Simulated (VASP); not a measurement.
# ZrC (Imm2) in VASP: notebook

ZrC is run at these levels: PBE; tasks: single point.

Program: VASP 6.6.1. These are calculated values, not measurements. Logs are shortened: lines on timing, memory, paths and dates and some standing lists are left out, and cuts for length are marked.

**1. The cell of the first run**

The structure is orthorhombic, space group Imm2 (No. 44). The conventional cell has a = 3.324 Å, b = 4.700 Å, c = 3.324 Å, α = 90.00°, β = 90.00°, γ = 90.00°. Zr (site symmetry mm2) has 6 C at 2.20 to 2.51 Å within 2.9 Å. C (site symmetry mm2) has 6 Zr at 2.20 to 2.51 Å within 2.9 Å.

**2. Single point, PBE (all Zr atoms moved +0.225 Å, as atom 1 along Cartesian [1 -1 0])**

INCAR

```
ALGO = Normal ; EDIFF = 1E-6
ENCUT = 520 ; GGA = PE
ISIF = 2 ; ISMEAR = 0
LASPH = T ; LCHARG = F
LREAL = F ; LWAVE = F
NBANDS = 15 ; NELM = 80
PREC = Accurate ; SIGMA = 0.15
```

KPOINTS

```
k-points
0
Gamma
  18 18 18
```

POSCAR

```
ZrC
1.0
    0.0000000000      2.3502100000      2.3502100000
    2.3502100000      0.0000000000      2.3502100000
    2.3502100000      2.3502100000      0.0000000000
Zr C
1 1
Direct
    0.4323043363      0.5676956637      0.5000000000
    0.0000000000      0.0000000000      0.0000000000
```

Potentials or basis: VASP PAW PBE potentials, release 64 (Zr_sv, C).

Run with:

```console
$ cat potpaw_PBE.64/Zr_sv/POTCAR potpaw_PBE.64/C/POTCAR > POTCAR
$ mpirun -np 1 vasp_std > vasp.out
```

OUTCAR:

```text
EDIFF = 1E-6
   ENCUT = 520
   GGA = PE
   ISIF = 2
   ISMEAR = 0
   LASPH = T
   LREAL = F
   NELM = 80
   PREC = Accurate

 ion  position               nearest neighbor table
   1  0.432  0.568  0.500-   2 2.20   2 2.20   2 2.36   2 2.36   2 2.51   2 2.51
   2  0.000  0.000  0.000-   1 2.20   1 2.20   1 2.36   1 2.36   1 2.51   1 2.51

  LATTYP: Found a face centered cubic cell.
 ALAT       =     4.7004200000

  Lattice vectors:

 A1 = (   0.0000000000,   2.3502100000,   2.3502100000)
 A2 = (   2.3502100000,   0.0000000000,   2.3502100000)
 A3 = (   2.3502100000,   2.3502100000,   0.0000000000)

Analysis of symmetry for initial positions (statically):
=====================================================================
 Subroutine PRICEL returns:
 Original cell was already a primitive cell.

 Routine SETGRP: Setting up the symmetry group for a
 face centered cubic supercell.

 Subroutine GETGRP returns: Found  4 space group operations
 (whereof  4 operations were pure point group operations)
 out of a pool of 48 trial point group operations.

The static configuration has the point symmetry C_2v.

Analysis of symmetry for dynamics (positions and initial velocities):
=====================================================================
 Subroutine PRICEL returns:
 Original cell was already a primitive cell.

 Routine SETGRP: Setting up the symmetry group for a
 face centered cubic supercell.

 Subroutine GETGRP returns: Found  4 space group operations
 (whereof  4 operations were pure point group operations)
 out of a pool of 48 trial point group operations.

The dynamic configuration has the point symmetry C_2v.

 Subroutine INISYM returns: Found  4 space group operations
 (whereof  4 operations are pure point group operations),
 and found     1 'primitive' translations

----------------------------------------------------------------------------------------

                                     Primitive cell

  volume of cell :      25.9627

  direct lattice vectors                    reciprocal lattice vectors
     0.000000000  2.350210000  2.350210000    -0.212746946  0.212746946  0.212746946
     2.350210000  0.000000000  2.350210000     0.212746946 -0.212746946  0.212746946
     2.350210000  2.350210000  0.000000000     0.212746946  0.212746946 -0.212746946

  length of vectors
     3.323698856  3.323698856  3.323698856     0.368488520  0.368488520  0.368488520

  position of ions in fractional coordinates (direct lattice)
     0.432304336  0.567695664  0.500000000
     0.000000000  0.000000000  0.000000000

  ion indices of the primitive-cell ions
   primitive index   ion index
                 1           1
                 2           2

----------------------------------------------------------------------------------------

 KPOINTS: k-points

Automatic generation of k-mesh.
 Grid dimensions read from file:
 generate k-points for:   18   18   18

 Generating k-lattice:

  Cartesian coordinates                     Fractional coordinates (reciprocal lattice)
    -0.011819275  0.011819275  0.011819275     0.055555556  0.000000000  0.000000000
     0.011819275 -0.011819275  0.011819275     0.000000000  0.055555556  0.000000000
     0.011819275  0.011819275 -0.011819275     0.000000000  0.000000000  0.055555556

  Length of vectors
     0.020471584  0.020471584  0.020471584

  Shift w.r.t. Gamma in fractional coordinates (k-lattice)
     0.000000000  0.000000000  0.000000000

 Subroutine IBZKPT returns following result:
 ===========================================

 Found    865 irreducible k-points:

 Following reciprocal coordinates:
            Coordinates               Weight
  0.000000  0.000000  0.000000      1.000000
  0.055556  0.000000  0.000000      4.000000
  0.000000  0.000000  0.055556      4.000000
  0.111111  0.000000  0.000000      4.000000
  0.000000  0.000000  0.111111      4.000000
  0.166667  0.000000  0.000000      4.000000
[... 16 lines left out ...]
  0.000000  0.111111  0.055556      8.000000
  0.055556  0.000000  0.111111      8.000000
 [... further k-points ...]
   k-points           NKPTS =    865   k-points in BZ     NKDIM =    865   number of bands    NBANDS=     15
   number of dos      NEDOS =    301   number of ions     NIONS =      2
   total plane-waves  NPLWV =  21952
   dimension x,y,z NGX =    28 NGY =   28 NGZ =   28
   dimension x,y,z NGXF=    56 NGYF=   56 NGZF=   56
   ions per type =               1   1
   NGX,Y,Z   is equivalent  to a cutoff of  14.01, 14.01, 14.01 a.u.
   NGXF,Y,Z  is equivalent  to a cutoff of  28.01, 28.01, 28.01 a.u.
 SYSTEM =  unknown system
   PREC   = accura    normal or accurate (medium, high low for compatibility)
   ISTART =      0    job   : 0-new  1-cont  2-samecut
   ICHARG =      2    charge: 1-file 2-atom 10-const
   ISPIN  =      1    spin polarized calculation?
   LNONCOLLINEAR =      F non collinear calculations
   LSORBIT =      F    spin-orbit coupling
   LASPH  =      T    aspherical Exc in radial PAW
   ENCUT  =  520.0 eV  38.22 Ry    6.18 a.u.   6.18  6.18  6.18*2*pi/ulx,y,z
   NELM   =     80;   NELMIN=  2; NELMDL= -5     # of ELM steps
   EDIFF  = 0.1E-05   stopping-criterion for ELM
   LREAL  =      F    real-space projection
   EDIFFG = 0.1E-04   stopping-criterion for IOM
   NSW    =      0    number of steps for IOM
   IBRION =     -1    ionic relax: 0-MD 1-quasi-New 2-CG
   NFREE  =      0    steps in history (QN), initial steepest desc. (CG)
   ISIF   =      2    stress and relaxation
   ISYM   =      2    0-nonsym 1-usesym 2-fastsym
   POTIM  = 0.5000    time-step for ionic-motion
   TEBEG  =    0.0;   TEEND  =   0.0 temperature during run
   PSTRESS=    0.0 pullay stress
   NELECT =      16.0000    total number of electrons
   NUPDOWN=      -1.0000    fix difference up-down
   EMIN   =  10.00;   EMAX   =-10.00  energy-range for DOS
   EFERMI =   0.00;   METHOD = LEGACY
   ISMEAR =     0;   SIGMA  =   0.15  broadening in eV -4-tet -1-fermi 0-gaus
   EFERMI_NEDOS =   21; number of points for ismear=-14 and -15
   IALGO  =     38    algorithm
   IMIX   =      4    mixing-type and parameters
     AMIX     =   0.40;   BMIX     =  1.00
     AMIX_MAG =   1.60;   BMIX_MAG =  1.00
  volume/ion in A,a.u.               =      12.98        87.60
  Fermi-wavevector in a.u.,A,eV,Ry     =   1.393151  2.632673 26.407131  1.940869
  Thomas-Fermi vector in A             =   2.516825
   LORBIT       =      0    0 simple, 1 ext, 2 COOP (PROOUT), +10 PAW based schemes
   GGA     = PE    functional components
   LHFCALC =     F    Hartree Fock is set to
   AEXX    =    0.0000 exact exchange contribution
   IVDW    =     0    specifies the selected vdW correction
   LEPSILON=     F    determine dielectric tensor
   LRPA    =     F    only Hartree local field effects (RPA)
 non-spin polarized calculation
 Gauss-broadening in eV      SIGMA  =   0.15
  energy-cutoff  :      520.00
  volume of cell :       25.96
 maximum number of plane-waves:       725
 NGX is ok and might be reduce to    28
   NGX = 13   NGY = 13   NGZ = 13

 number of electron      16.0000000 magnetization

 Free energy of the ion-electron system (eV)
  ---------------------------------------------------
  ext. energy  EPLUGINS =         0.00000000
  ---------------------------------------------------
  free energy    TOTEN  =       -19.29433270 eV

  energy without entropy =      -19.29313316  energy(sigma->0) =      -19.29373293

 E-fermi :   9.7516     XC(G=0): -12.1110

 val. band max:        9.6932286318   @ k =   0.0000   0.0000   0.1111
 cond. band min:       9.7744111832   @ k =   0.0000   0.0000   0.0000
 fundamental gap:      0.0811825514
 Fermi energy:         9.7516072898

 k-point     1 :       0.0000    0.0000    0.0000
  band No.  band energies     occupation
      1     -38.4873      2.00000
      2     -16.2103      2.00000
      3     -16.2101      2.00000
      4     -16.2099      2.00000
      5      -1.6437      2.00000
      6       9.2836      1.99999
      7       9.4100      1.99872
      8       9.7744      0.82977
      9      10.6774      0.00000
     10      11.6583      0.00000
     11      12.0053      0.00000
     12      13.0308      0.00000
     13      13.4488      0.00000
     14      16.7696      0.00000
     15      19.9753      0.00000

 k-point     2 :       0.0556    0.0000    0.0000
  band No.  band energies     occupation
      1     -38.4842      2.00000
      2     -16.2384      2.00000
      3     -16.2124      2.00000
      4     -16.2121      2.00000
      5      -1.5741      2.00000
      6       8.9735      2.00000
      7       9.4304      1.99754
      8       9.5501      1.94251
      9      10.7783      0.00000
     10      11.5853      0.00000
     11      11.9223      0.00000
     12      13.4420      0.00000
     13      13.7173      0.00000
     14      16.9376      0.00000
     15      20.1729      0.00000

 k-point     3 :       0.0000    0.0000    0.0556
  band No.  band energies     occupation
      1     -38.4842      2.00000
      2     -16.2400      2.00000
      3     -16.2128      2.00000
      4     -16.2110      2.00000
      5      -1.5726      2.00000
      6       8.9091      2.00000
      7       9.3762      1.99960
      8       9.8356      0.42836
      9      10.7099      0.00000
     10      11.4632      0.00000
     11      11.8672      0.00000
     12      13.3532      0.00000
     13      13.8951      0.00000
     14      16.9247      0.00000
     15      20.1692      0.00000

 k-point     4 :       0.1111    0.0000    0.0000
  band No.  band energies     occupation
      1     -38.4755      2.00000
      2     -16.3174      2.00000
      3     -16.2196      2.00000
      4     -16.2192      2.00000
      5      -1.3713      2.00000
      6       8.4110      2.00000
      7       9.0579      2.00000
      8       9.1761      2.00000
      9      11.0190      0.00000
     10      11.4694      0.00000
     11      12.0043      0.00000
     12      14.2515      0.00000
     13      14.3976      0.00000
     14      17.3811      0.00000
     15      20.7251      0.00000
[... 307 lines left out ...]
 k-point    22 :       0.1111    0.0556    0.0000
  band No.  band energies     occupation
      1     -38.4763      2.00000
      2     -16.2969      2.00000
      3     -16.2294      2.00000
      4     -16.2210      2.00000
      5      -1.3964      2.00000
      6       8.3303      2.00000
      7       9.3013      1.99998
      8       9.3152      1.99996
      9      11.1259      0.00000
     10      11.2130      0.00000
     11      11.9586      0.00000
     12      13.8789      0.00000
     13      14.5761      0.00000
     14      17.3699      0.00000
     15      20.6691      0.00000

 k-point    23 :       0.0000    0.1111    0.0556
  band No.  band energies     occupation
      1     -38.4763      2.00000
      2     -16.2955      2.00000
      3     -16.2291      2.00000
      4     -16.2225      2.00000
      5      -1.3947      2.00000
      6       8.4695      2.00000
      7       9.0284      2.00000
      8       9.3372      1.99991
      9      10.7153      0.00000
     10      11.7415      0.00000
     11      12.2100      0.00000
     12      13.5924      0.00000
     13      14.5825      0.00000
     14      17.4043      0.00000
     15      20.6686      0.00000

 k-point    24 :       0.0556    0.0000    0.1111
  band No.  band energies     occupation
      1     -38.4762      2.00000
      2     -16.2989      2.00000
      3     -16.2295      2.00000
      4     -16.2211      2.00000
      5      -1.3904      2.00000
      6       8.3868      2.00000
      7       9.0827      2.00000
      8       9.6478      1.67207
      9      10.6089      0.00000
     10      11.4396      0.00000
     11      12.2201      0.00000
     12      13.5478      0.00000
     13      14.7657      0.00000
     14      17.3690      0.00000
     15      20.6605      0.00000

 [... further k-points ...]

------------------------ aborting loop because EDIFF is reached ----------------------------------------

  FORCE on cell =-STRESS in cart. coord.  units (eV):
  Direction    XX          YY          ZZ          XY          YZ          ZX
  --------------------------------------------------------------------------------------
  -------------------------------------------------------------------------------------
  Total        1.2605385      1.2605385      0.0820230      0.3352835      0.0000000      0.0000000
  in kB       77.7887300     77.7887300      5.0616963     20.6905871      0.0000000      0.0000000
  external PRESSURE =      53.5463855 kB  Pullay stress =       0.0000000 kB

 VOLUME and BASIS-vectors are now :
 -----------------------------------------------------------------------------
  energy-cutoff  :      520.00
  volume of cell :       25.96
      direct lattice vectors                 reciprocal lattice vectors
     0.000000000  2.350210000  2.350210000    -0.212746946  0.212746946  0.212746946
     2.350210000  0.000000000  2.350210000     0.212746946 -0.212746946  0.212746946
     2.350210000  2.350210000  0.000000000     0.212746946  0.212746946 -0.212746946

 POSITION                                       TOTAL-FORCE (eV/Angst)
 -----------------------------------------------------------------------------------
      2.50931      2.19111      2.35021        -1.069404      1.069404      0.000000
      0.00000      0.00000      0.00000         1.069404     -1.069404      0.000000
 -----------------------------------------------------------------------------------
    total drift:                               -0.000092      0.000092     -0.000000

  FREE ENERGIE OF THE ION-ELECTRON SYSTEM (eV)
  ---------------------------------------------------
  free  energy   TOTEN  =       -19.2943326992 eV

  energy  without entropy=      -19.2931331647  energy(sigma->0) =      -19.29373293
```

Run time: 2.6 min. Hardware: 1 thread of Intel Xeon 6975P-C (Granite Rapids), shared host; peak memory 0.44 GiB.

Results:

* Free energy: -19.2943 eV
* Pressure: 5.4 GPa
* Largest force: 1.512 eV/Å
* Band gap on the k mesh: zero (bands 8 and 9 overlap by 0.04 eV)

Forces on the atoms (eV/Å):
```
Zr  -1.069  1.069  0.000
C    1.069 -1.069  0.000
```

Stress tensor (GPa, compression positive):
```
7.78 2.07 0.00
2.07 7.78 0.00
0.00 0.00 0.51
```

Caveat: the cell differs from its parent crystal (all Zr atoms moved +0.225 Å, as atom 1 along Cartesian [1 -1 0]); the cell stands under pressure; forces of over 1 eV/Å act on the atoms, so gaps and moduli don't describe the material at rest.

**3. Single point, PBE (all Zr atoms moved -0.150 Å, as atom 1 along Cartesian [1 -1 0])**

INCAR

```
PREC = Accurate
ENCUT = 520
EDIFF = 1E-6
ISMEAR = 0
SIGMA = 0.15
LREAL = F
LASPH = T
NELM = 80
ALGO = Normal
ISIF = 2
LWAVE = F
LCHARG = T
GGA = PE
LELF = T
LVHAR = T
NBANDS = 15
```

KPOINTS

```
regular mesh
0
Gamma
  18 18 18
```

POSCAR: that of step 2 with these lines changed.

```diff
@@ -8,3 +8,3 @@
 Direct
-    0.4323043363      0.5676956637      0.5000000000
+    0.5451304425      0.4548695575      0.5000000000
     0.0000000000      0.0000000000      0.0000000000
```

Potentials or basis: VASP PAW PBE potentials, release 64 (Zr_sv, C).

Run with:

```console
$ cat potpaw_PBE.64/Zr_sv/POTCAR potpaw_PBE.64/C/POTCAR > POTCAR
$ mpirun -np 1 vasp_std > vasp.out
```

Run time: 2.7 min. Hardware: 1 thread of Intel Xeon 6975P-C (Granite Rapids), shared host; peak memory 0.45 GiB.

Results (log left out):

- Free energy: -19.3875 eV
- Pressure: 3.2 GPa
- Largest force: 0.985 eV/Å
- Band gap on the k mesh: zero (bands 8 and 9 overlap by 0.53 eV)

Forces on the atoms (eV/Å):
```
Zr   0.697 -0.697  0.000
C   -0.697  0.697  0.000
```

Stress tensor (GPa, compression positive):
```
4.20 1.14 0.00
1.14 4.20 0.00
0.00 0.00 1.12
```

Levels at points of the mesh, in eV from the Fermi level:
```tsv
k point	band 6	band 7	band 8	band 9	band 10	band 11
(0.00, 0.00, 0.00)	0.01	0.08	0.42	0.98	1.70	1.83
(0.50, 0.00, 0.00)	-5.36	-3.05	-3.02	4.36	4.41	5.19
(0.00, 0.00, 0.50)	-5.37	-2.99	-2.92	4.33	4.36	5.20
(0.50, 0.50, 0.00)	-2.23	-2.17	-0.13	0.44	4.50	5.55
(0.00, 0.50, 0.50)	-2.12	-2.07	-0.07	0.20	4.43	5.55
```

Caveat: the cell differs from its parent crystal (all Zr atoms moved -0.150 Å, as atom 1 along Cartesian [1 -1 0]); the cell stands under pressure.

[end of part 1 of 2]
